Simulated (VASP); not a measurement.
A run of VASP 6.6.1 is set up as follows.

INCAR

```
SYSTEM = W
ALGO = Normal ; EDIFF = 1E-6
ENCUT = 520 ; GGA = CA
ISIF = 2 ; ISMEAR = 1
LASPH = .TRUE. ; LCHARG = .FALSE.
LREAL = .FALSE. ; LWAVE = .FALSE.
NBANDS = 13 ; NELM = 100
PREC = Accurate ; SIGMA = 0.3
```

KPOINTS

```
k-points
0
G
  14 14 14
  0 0 0
```

Contents of POSCAR:

```
W
1.0
   -1.5676867250      1.5676867250      1.5676867250
    1.5676867250     -1.5676867250      1.5676867250
    1.5676867250      1.5676867250     -1.5676867250
W
1
Direct
    0.0000000000      0.0000000000      0.0000000000
```

Potentials or basis: VASP PAW LDA potentials, release 64 (W_sv).

Command:

```bash
$ cat potpaw_LDA.64/W_sv/POTCAR > POTCAR
$ mpirun -np 1 vasp_std > vasp.out
```

Q: Estimate the band gap on the k mesh.

A: Zero (band 7 reaches 17.09 eV, above the bottom of band 8 at 10.42 eV).

Q: Predict the pressure.

A: 1.9 GPa.

Caveat: spin-orbit coupling is left out, which moves the levels of the heavy elements.
